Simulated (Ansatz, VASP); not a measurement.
# BN: VASP beside Ansatz

The input INCAR:

```
SYSTEM = BN
ALGO = Normal
EDIFF = 1E-6
ENCUT = 600
GGA = PE
GGA_COMPAT = .FALSE.
ISIF = 2
ISMEAR = 0
LASPH = .TRUE.
LCHARG = .FALSE.
LREAL = .FALSE.
LWAVE = .FALSE.
NBANDS = 11
NELM = 120
PREC = Accurate
SIGMA = 0.02
```

Contents of KPOINTS:

```
k-points
0
G
  12 12 12
  0 0 0
```

The input POSCAR:

```
BN
1.0
    0.0000000000      1.8050000000      1.8050000000
    1.8050000000      0.0000000000      1.8050000000
    1.8050000000      1.8050000000      0.0000000000
B N
1 1
Direct
    0.0000000000      0.0000000000      0.0000000000
    0.2500000000      0.2500000000      0.2500000000
```

Input for Ansatz:

```yaml
crystal:
  lattice:
    - [0.0, 1.805, 1.805]
    - [1.805, 0.0, 1.805]
    - [1.805, 1.805, 0.0]
  atoms:
    - { symbol: B, position: [0.0, 0.0, 0.0] }
    - { symbol: "N", position: [0.25, 0.25, 0.25] }
basis:
  ecutwfc: 420
kpoints:
  mp_grid: { grid: [12, 12, 12] }
hamiltonian:
  xc: pbe
  pseudopotentials: { kind: paw, azcp: { folder: soft_1 } }
scf:
  occupations: { method: gaussian, width: 0.02 }
output:
  forces: true
  stress: true
  eigenvalues: true
```

Alike in both runs: task single point; functional PBE; k mesh 12 × 12 × 12; occupations gaussian, width 0.02 eV; no spin polarisation.

|  | VASP | Ansatz |
| --- | --- | --- |
| version | VASP 6.6.1 | Ansatz 0.2.0 |
| potentials or method | VASP PAW PBE potentials, release 64 (B, N), cutoff 600 eV | scalar-relativistic, plane waves, PAW |
| valence electrons in the cell | 8 | 8 |

```csv
,VASP,Ansatz,Ansatz less VASP
gap on the k mesh at the Fermi level (eV),4.46,4.47,+0.007
least direct gap on the mesh (eV),8.84,8.85,+0.006
pressure (GPa),4.6,4.4,-0.21
```
